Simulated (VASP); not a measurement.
# Pd in VASP: notebook

Runs on Pd. Level: LDA. Tasks: electric field gradients.

All numbers are computed with VASP 6.6.1; they aren't measurements. Logs are shortened: lines on timing, memory, paths and dates and some standing lists are left out, and cuts for length are marked.

**1. The cell of the first run**

It takes space group I4/mmm (No. 139, tetragonal). Conventional cell: a = 2.751 Å, b = 2.751 Å, c = 3.851 Å, α = 90.00°, β = 90.00°, γ = 90.00°. Pd (site symmetry 4/mmm) has 12 Pd at 2.74 to 2.75 Å within 3.6 Å.

**2. Electric field gradients, LDA (zz strain of -1 %)**

INCAR reads:

```
PREC = Accurate ; ENCUT = 520
EDIFF = 1E-8 ; ISMEAR = -1
SIGMA = 0.05 ; LREAL = F
LASPH = T ; NELM = 100
ALGO = Normal ; ISIF = 2
LWAVE = F ; LCHARG = F
LEFG = T ; NBANDS = 11
```

KPOINTS reads:

```
regular mesh
0
Gamma
  18 18 18
```

POSCAR reads:

```
Pd
1.0
    0.0000000000      1.9449000000      1.9254510000
    1.9449000000      0.0000000000      1.9254510000
    1.9449000000      1.9449000000      0.0000000000
Pd
1
Direct
    0.0000000000      0.0000000000      0.0000000000
```

Potentials or basis: VASP PAW LDA potentials, release 64 (Pd).

Launch:

```bash
> cat potpaw_LDA.64/Pd/POTCAR > POTCAR
> mpirun -np 1 vasp_std > vasp.out
```

OUTCAR:

```text
PREC = Accurate
   ENCUT = 520
   EDIFF = 1E-8
   ISMEAR = -1
   LREAL = F
   LASPH = T
   NELM = 100
   ISIF = 2

 ion  position               nearest neighbor table
   1  0.000  0.000  0.000-

  LATTYP: Found a body centered tetragonal cell.
 ALAT       =     2.7505039575
 C/A-ratio  =     1.4000714267

  Lattice vectors:

 A1 = (   0.0000000000,  -1.9449000000,  -1.9254510000)
 A2 = (   0.0000000000,   1.9449000000,  -1.9254510000)
 A3 = (   1.9449000000,   0.0000000000,   1.9254510000)

Analysis of symmetry for initial positions (statically):
=====================================================================
 Subroutine PRICEL returns:
 Original cell was already a primitive cell.

 Routine SETGRP: Setting up the symmetry group for a
 body centered tetragonal supercell.

 Subroutine GETGRP returns: Found 16 space group operations
 (whereof 16 operations were pure point group operations)
 out of a pool of 16 trial point group operations.

The static configuration has the point symmetry D_4h.

Analysis of symmetry for dynamics (positions and initial velocities):
=====================================================================
 Subroutine PRICEL returns:
 Original cell was already a primitive cell.

 Routine SETGRP: Setting up the symmetry group for a
 body centered tetragonal supercell.

 Subroutine GETGRP returns: Found 16 space group operations
 (whereof 16 operations were pure point group operations)
 out of a pool of 16 trial point group operations.

The dynamic configuration has the point symmetry D_4h.

 Subroutine INISYM returns: Found 16 space group operations
 (whereof 16 operations are pure point group operations),
 and found     1 'primitive' translations

----------------------------------------------------------------------------------------

                                     Primitive cell

  volume of cell :      14.5666

  direct lattice vectors                    reciprocal lattice vectors
     0.000000000  1.944900000  1.925451000    -0.257082626  0.257082626  0.259679421
     1.944900000  0.000000000  1.925451000     0.257082626 -0.257082626  0.259679421
     1.944900000  1.944900000  0.000000000     0.257082626  0.257082626 -0.259679421

  length of vectors
     2.736785992  2.736785992  2.750503957     0.446784461  0.446784461  0.446784461

  position of ions in fractional coordinates (direct lattice)
     0.000000000  0.000000000  0.000000000

  ion indices of the primitive-cell ions
   primitive index   ion index
                 1           1

----------------------------------------------------------------------------------------

 KPOINTS: regular mesh

Automatic generation of k-mesh.
 Grid dimensions read from file:
 generate k-points for:   18   18   18

 Generating k-lattice:

  Cartesian coordinates                     Fractional coordinates (reciprocal lattice)
    -0.014282368  0.014282368  0.014426634     0.055555556  0.000000000  0.000000000
     0.014282368 -0.014282368  0.014426634     0.000000000  0.055555556  0.000000000
     0.014282368  0.014282368 -0.014426634    -0.000000000 -0.000000000  0.055555556

  Length of vectors
     0.024821359  0.024821359  0.024821359

  Shift w.r.t. Gamma in fractional coordinates (k-lattice)
     0.000000000  0.000000000  0.000000000

 Subroutine IBZKPT returns following result:
 ===========================================

 Found    480 irreducible k-points:

 Following reciprocal coordinates:
            Coordinates               Weight
  0.000000  0.000000  0.000000      1.000000
  0.055556 -0.000000  0.000000      8.000000
  0.111111 -0.000000  0.000000      8.000000
  0.166667  0.000000  0.000000      8.000000
  0.222222 -0.000000  0.000000      8.000000
  0.277778  0.000000  0.000000      8.000000
[... 16 lines left out ...]
 -0.277778  0.055556  0.000000      8.000000
 -0.222222  0.055556  0.000000      8.000000
 [... further k-points ...]
   k-points           NKPTS =    480   k-points in BZ     NKDIM =    480   number of bands    NBANDS=     11
   number of dos      NEDOS =    301   number of ions     NIONS =      1
   total plane-waves  NPLWV =   8000
   dimension x,y,z NGX =    20 NGY =   20 NGZ =   20
   dimension x,y,z NGXF=    40 NGYF=   40 NGZF=   40
   ions per type =               1
   NGX,Y,Z   is equivalent  to a cutoff of  12.15, 12.15, 12.09 a.u.
   NGXF,Y,Z  is equivalent  to a cutoff of  24.30, 24.30, 24.18 a.u.
 SYSTEM =  unknown system
   PREC   = accura    normal or accurate (medium, high low for compatibility)
   ISTART =      0    job   : 0-new  1-cont  2-samecut
   ICHARG =      2    charge: 1-file 2-atom 10-const
   ISPIN  =      1    spin polarized calculation?
   LNONCOLLINEAR =      F non collinear calculations
   LSORBIT =      F    spin-orbit coupling
   LASPH  =      T    aspherical Exc in radial PAW
   ENCUT  =  520.0 eV  38.22 Ry    6.18 a.u.   5.09  5.09  5.11*2*pi/ulx,y,z
   NELM   =    100;   NELMIN=  2; NELMDL= -5     # of ELM steps
   EDIFF  = 0.1E-07   stopping-criterion for ELM
   LREAL  =      F    real-space projection
   EDIFFG = 0.1E-06   stopping-criterion for IOM
   NSW    =      0    number of steps for IOM
   IBRION =     -1    ionic relax: 0-MD 1-quasi-New 2-CG
   NFREE  =      0    steps in history (QN), initial steepest desc. (CG)
   ISIF   =      2    stress and relaxation
   ISYM   =      2    0-nonsym 1-usesym 2-fastsym
   POTIM  = 0.5000    time-step for ionic-motion
   TEBEG  =    0.0;   TEEND  =   0.0 temperature during run
   PSTRESS=    0.0 pullay stress
   NELECT =      10.0000    total number of electrons
   NUPDOWN=      -1.0000    fix difference up-down
   EMIN   =  10.00;   EMAX   =-10.00  energy-range for DOS
   EFERMI =   0.00;   METHOD = LEGACY
   ISMEAR =    -1;   SIGMA  =   0.05  broadening in eV -4-tet -1-fermi 0-gaus
   EFERMI_NEDOS =   21; number of points for ismear=-14 and -15
   IALGO  =     38    algorithm
   IMIX   =      4    mixing-type and parameters
     AMIX     =   0.40;   BMIX     =  1.00
     AMIX_MAG =   1.60;   BMIX_MAG =  1.00
  volume/ion in A,a.u.               =      14.57        98.30
  Fermi-wavevector in a.u.,A,eV,Ry     =   1.444184  2.729112 28.377223  2.085667
  Thomas-Fermi vector in A             =   2.562507
   LORBIT       =      0    0 simple, 1 ext, 2 COOP (PROOUT), +10 PAW based schemes
   GGA     = CA    functional components
   LHFCALC =     F    Hartree Fock is set to
   AEXX    =    0.0000 exact exchange contribution
   IVDW    =     0    specifies the selected vdW correction
   LEPSILON=     F    determine dielectric tensor
   LRPA    =     F    only Hartree local field effects (RPA)
 non-spin polarized calculation
  energy-cutoff  :      520.00
  volume of cell :       14.57
 maximum number of plane-waves:       400
   NGX = 11   NGY = 11   NGZ = 11

 number of electron      10.0000001 magnetization

 Free energy of the ion-electron system (eV)
  ---------------------------------------------------
  ext. energy  EPLUGINS =         0.00000000
  ---------------------------------------------------
  free energy    TOTEN  =        -6.49939188 eV

  energy without entropy =       -6.48155728  energy(sigma->0) =       -6.49047458

 E-fermi :   9.8138     XC(G=0): -13.5937

 val. band max:        9.8132209542   @ k =   0.5000   0.0000   0.0000
 cond. band min:       9.8162114809   @ k =  -0.3889   0.3889   0.0556
 fundamental gap:      0.0029905267
 Fermi energy:         9.8138039857

 k-point     1 :       0.0000    0.0000    0.0000
  band No.  band energies     occupation
      1       2.4729      2.00000
      2       6.8471      2.00000
      3       6.8471      2.00000
      4       6.9440      2.00000
      5       8.5079      2.00000
      6       8.6097      2.00000
      7      26.9461      0.00000
      8      31.6539      0.00000
      9      31.6539      0.00000
     10      31.8973      0.00000
     11      35.5384      0.00000

 k-point     2 :       0.0556   -0.0000    0.0000
  band No.  band energies     occupation
      1       2.5868      2.00000
      2       6.8228      2.00000
      3       6.8875      2.00000
      4       6.9670      2.00000
      5       8.4894      2.00000
      6       8.5885      2.00000
      7      27.0729      0.00000
      8      30.9819      0.00000
      9      31.7889      0.00000
     10      31.9599      0.00000
     11      35.5639      0.00000

 k-point     3 :       0.1111   -0.0000    0.0000
  band No.  band energies     occupation
      1       2.9156      2.00000
      2       6.7294      2.00000
      3       6.9925      2.00000
      4       7.0626      2.00000
      5       8.4523      2.00000
      6       8.5422      2.00000
      7      27.3633      0.00000
      8      29.4660      0.00000
      9      32.1738      0.00000
     10      32.3338      0.00000
     11      35.5809      0.00000

 k-point     4 :       0.1667    0.0000    0.0000
  band No.  band energies     occupation
      1       3.4116      2.00000
      2       6.6345      2.00000
      3       7.1086      2.00000
      4       7.1813      2.00000
      5       8.4543      2.00000
      6       8.5255      2.00000
      7      27.0969      0.00000
      8      28.2798      0.00000
      9      32.7379      0.00000
     10      32.8890      0.00000
     11      35.6172      0.00000

 k-point     5 :       0.2222   -0.0000    0.0000
  band No.  band energies     occupation
      1       3.9556      2.00000
      2       6.6850      2.00000
      3       7.1563      2.00000
      4       7.2387      2.00000
      5       8.5759      2.00000
      6       8.6195      2.00000
      7      25.3724      0.00000
      8      28.1634      0.00000
      9      33.3021      0.00000
     10      33.4316      0.00000
     11      35.4413      0.00000
[... 211 lines left out ...]
 k-point    21 :      -0.3889    0.0556    0.0000
  band No.  band energies     occupation
      1       4.4890      2.00000
      2       6.9103      2.00000
      3       6.9197      2.00000
      4       8.7926      2.00000
      5       9.4480      1.99867
      6      10.4519      0.00001
      7      18.8412      0.00000
      8      26.7118      0.00000
      9      30.4911      0.00000
     10      31.6741      0.00000
     11      35.5649      0.00000

 k-point    22 :      -0.3333    0.0556    0.0000
  band No.  band energies     occupation
      1       4.5384      2.00000
      2       7.0160      2.00000
      3       7.0168      2.00000
      4       8.0143      2.00000
      5       9.0935      2.00000
      6       9.8116      1.02187
      7      20.7089      0.00000
      8      27.1464      0.00000
      9      30.9641      0.00000
     10      32.8911      0.00000
     11      35.5373      0.00000

 k-point    23 :      -0.2778    0.0556    0.0000
  band No.  band energies     occupation
      1       4.4925      2.00000
      2       7.0591      2.00000
      3       7.1309      2.00000
      4       7.2571      2.00000
      5       8.7168      2.00000
      6       9.3438      1.99983
      7      22.7529      0.00000
      8      27.6681      0.00000
      9      31.5996      0.00000
     10      34.4053      0.00000
     11      34.9744      0.00000

 k-point    24 :      -0.2222    0.0556    0.0000
  band No.  band energies     occupation
      1       4.2024      2.00000
      2       6.6405      2.00000
      3       7.2126      2.00000
      4       7.2589      2.00000
      5       8.4101      2.00000
      6       8.9848      2.00000
      7      24.7992      0.00000
      8      28.0791      0.00000
      9      32.0872      0.00000
     10      34.3625      0.00000
     11      34.7368      0.00000

 [... further k-points ...]

------------------------ aborting loop because EDIFF is reached ----------------------------------------

  FORCE on cell =-STRESS in cart. coord.  units (eV):
  Direction    XX          YY          ZZ          XY          YZ          ZX
  --------------------------------------------------------------------------------------
  -------------------------------------------------------------------------------------
  Total       -0.5520735     -0.5520735     -0.4971440      0.0000000      0.0000000     -0.0000000
  in kB      -60.7226152    -60.7226152    -54.6809103      0.0000000      0.0000000     -0.0000000
  external PRESSURE =     -58.7087135 kB  Pullay stress =       0.0000000 kB

 VOLUME and BASIS-vectors are now :
 -----------------------------------------------------------------------------
  energy-cutoff  :      520.00
  volume of cell :       14.57
      direct lattice vectors                 reciprocal lattice vectors
     0.000000000  1.944900000  1.925451000    -0.257082626  0.257082626  0.259679421
     1.944900000  0.000000000  1.925451000     0.257082626 -0.257082626  0.259679421
     1.944900000  1.944900000  0.000000000     0.257082626  0.257082626 -0.259679421

 POSITION                                       TOTAL-FORCE (eV/Angst)
 -----------------------------------------------------------------------------------
      0.00000      0.00000      0.00000        -0.000000      0.000000      0.000000
 -----------------------------------------------------------------------------------
    total drift:                                0.000000     -0.000000     -0.000000

  FREE ENERGIE OF THE ION-ELECTRON SYSTEM (eV)
  ---------------------------------------------------
  free  energy   TOTEN  =        -6.4993918769 eV

  energy  without entropy=       -6.4815572841  energy(sigma->0) =       -6.49047458

 Electric field gradients (V/A^2)
---------------------------------------------------------------------
 ion       V_xx      V_yy      V_zz      V_xy      V_xz      V_yz
---------------------------------------------------------------------
   1      -0.513    -0.513     1.027    -0.000     0.000     0.000
---------------------------------------------------------------------

 Electric field gradients after diagonalization (V/A^2)
 (convention: |V_zz| > |V_xx| > |V_yy|)
----------------------------------------------------------------------
 ion       V_xx      V_yy      V_zz     asymmetry (V_yy - V_xx)/ V_zz
----------------------------------------------------------------------
   1      -0.514    -0.513     1.027       0.000
----------------------------------------------------------------------

           NMR quadrupolar parameters

 Cq : quadrupolar parameter    Cq=e*Q*V_zz/h
 eta: asymmetry parameters     (V_yy - V_xx)/ V_zz
 Q  : nuclear electric quadrupole moment in mb (millibarn)
----------------------------------------------------------------------
 ion       Cq(MHz)       eta       Q (mb)
----------------------------------------------------------------------
   1       0.002       0.000       1.000
----------------------------------------------------------------------
```

Run time: 57 s. Hardware: 1 thread of Intel Xeon Platinum 8488C (Sapphire Rapids), shared host; peak memory 0.18 GiB.

Results:

| Quantity | Value |
| --- | --- |
| Free energy | -6.4994 eV |
| Pressure | -5.9 GPa |
| Band gap on the k mesh | zero (band 5 reaches 10.14 eV, above the bottom of band 6 at 8.53 eV) |

Levels at points of the mesh, in eV from the Fermi level:
| k point | band 1 | band 2 | band 3 | band 4 | band 5 | band 6 | band 7 | band 8 | band 9 | band 10 |
| --- | --- | --- | --- | --- | --- | --- | --- | --- | --- | --- |
| (0.00, 0.00, 0.00) | -7.34 | -2.97 | -2.97 | -2.87 | -1.31 | -1.20 | 17.13 | 21.84 | 21.84 | 22.08 |
| (0.50, 0.00, 0.00) | -5.46 | -3.02 | -2.93 | -0.04 | 0.00 | 0.91 | 7.35 | 16.50 | 20.93 | 21.15 |
| (0.50, 0.50, 0.00) | -5.54 | -5.26 | -0.04 | 0.30 | 0.30 | 3.38 | 11.02 | 13.00 | 13.00 | 21.59 |
| (0.50, 0.00, 0.50) | -5.54 | -5.26 | -0.04 | 0.26 | 0.33 | 3.18 | 10.75 | 13.16 | 13.22 | 21.76 |

Electric field gradients, principal values (V/Å²):
```csv
atom,least,middle,greatest (by size)
1 Pd,-0.513,-0.514,1.027
```

Caveat: the cell differs from its parent crystal (zz strain of -1 %); without QUAD_EFG the Cq values of the log hold for a quadrupole moment of 1 mb, not for the nuclei.

**3. Electric field gradients, LDA (zz strain of -1 %)**

INCAR reads:

```
SYSTEM = Pd
PREC     = Accurate       ! precision mode
ENCUT    = 520            ! plane-wave cutoff, eV
EDIFF    = 1E-8           ! SCF threshold, eV
ISMEAR   = -1             ! smearing method
SIGMA    = 0.05           ! smearing width, eV
LREAL    = .FALSE.        ! projectors in reciprocal space
LASPH    = .TRUE.         ! aspherical terms in the spheres
NELM     = 60             ! most SCF steps
ALGO     = Normal         ! electronic algorithm
ISIF     = 2              ! what is computed and relaxed
LWAVE    = .FALSE.        ! write WAVECAR
LCHARG   = .FALSE.        ! write CHGCAR
LEFG     = .TRUE.       
NBANDS   = 11             ! bands
```

KPOINTS reads:

```
Automatic mesh
0
G
  18 18 18
  0 0 0
```

POSCAR is that of step 2.

Potentials or basis: VASP PAW LDA potentials, release 64 (Pd).

Launch:

```bash
> cat potpaw_LDA.64/Pd/POTCAR > POTCAR
> mpirun -np 1 vasp_std > vasp.out
```

OUTCAR:

```text
SYSTEM = Pd
   PREC = Accurate
   ENCUT = 520
   EDIFF = 1E-8
   ISMEAR = -1
   LREAL = .FALSE.
   LASPH = .TRUE.
   NELM = 60
   ISIF = 2

 ion  position               nearest neighbor table
   1  0.000  0.000  0.000-

  LATTYP: Found a body centered tetragonal cell.
 ALAT       =     2.7505039575
 C/A-ratio  =     1.4000714267

  Lattice vectors:

 A1 = (   0.0000000000,  -1.9449000000,  -1.9254510000)
 A2 = (   0.0000000000,   1.9449000000,  -1.9254510000)
 A3 = (   1.9449000000,   0.0000000000,   1.9254510000)

Analysis of symmetry for initial positions (statically):
[... 539 lines left out ...]

  FREE ENERGIE OF THE ION-ELECTRON SYSTEM (eV)
  ---------------------------------------------------
  free  energy   TOTEN  =        -6.4993918769 eV

  energy  without entropy=       -6.4815572841  energy(sigma->0) =       -6.49047458

 Electric field gradients (V/A^2)
---------------------------------------------------------------------
 ion       V_xx      V_yy      V_zz      V_xy      V_xz      V_yz
---------------------------------------------------------------------
   1      -0.513    -0.513     1.027    -0.000     0.000     0.000
---------------------------------------------------------------------

 Electric field gradients after diagonalization (V/A^2)
 (convention: |V_zz| > |V_xx| > |V_yy|)
----------------------------------------------------------------------
 ion       V_xx      V_yy      V_zz     asymmetry (V_yy - V_xx)/ V_zz
----------------------------------------------------------------------
   1      -0.514    -0.513     1.027       0.000
----------------------------------------------------------------------

           NMR quadrupolar parameters

 Cq : quadrupolar parameter    Cq=e*Q*V_zz/h
 eta: asymmetry parameters     (V_yy - V_xx)/ V_zz
 Q  : nuclear electric quadrupole moment in mb (millibarn)
----------------------------------------------------------------------
 ion       Cq(MHz)       eta       Q (mb)
----------------------------------------------------------------------
   1       0.002       0.000       1.000
----------------------------------------------------------------------
```

stdout:

```text
POSCAR found type information on POSCAR Pd
 POSCAR found :  1 types and       1 ions
 scaLAPACK will be used
 LDA part: xc-table for (Slater(with rela. corr.)+CA(PZ))
 , standard interpolation
 POSCAR, INCAR and KPOINTS ok, starting setup
 FFT: planning ... GRIDC
 FFT: planning ... GRID_SOFT
 FFT: planning ... GRID
 WAVECAR not read
 entering main loop
ion   1
```

It took 36 s on 1 thread of Intel Xeon Platinum 8488C (Sapphire Rapids), shared host; peak memory 0.18 GiB.

Results:

- Free energy: -6.4994 eV
- Pressure: -5.9 GPa
- Band gap on the k mesh: zero (band 5 reaches 10.14 eV, above the bottom of band 6 at 8.53 eV)

Stress tensor (GPa, compression positive):
```
-6.07  0.00  0.00
 0.00 -6.07  0.00
 0.00  0.00 -5.47
```

Electric field gradients, principal values (V/Å²):
```csv
atom,least,middle,greatest (by size)
1 Pd,-0.513,-0.514,1.027
```

Caveat: the cell differs from its parent crystal (zz strain of -1 %); without QUAD_EFG the Cq values of the log hold for a quadrupole moment of 1 mb, not for the nuclei.

[end of part 1 of 2]
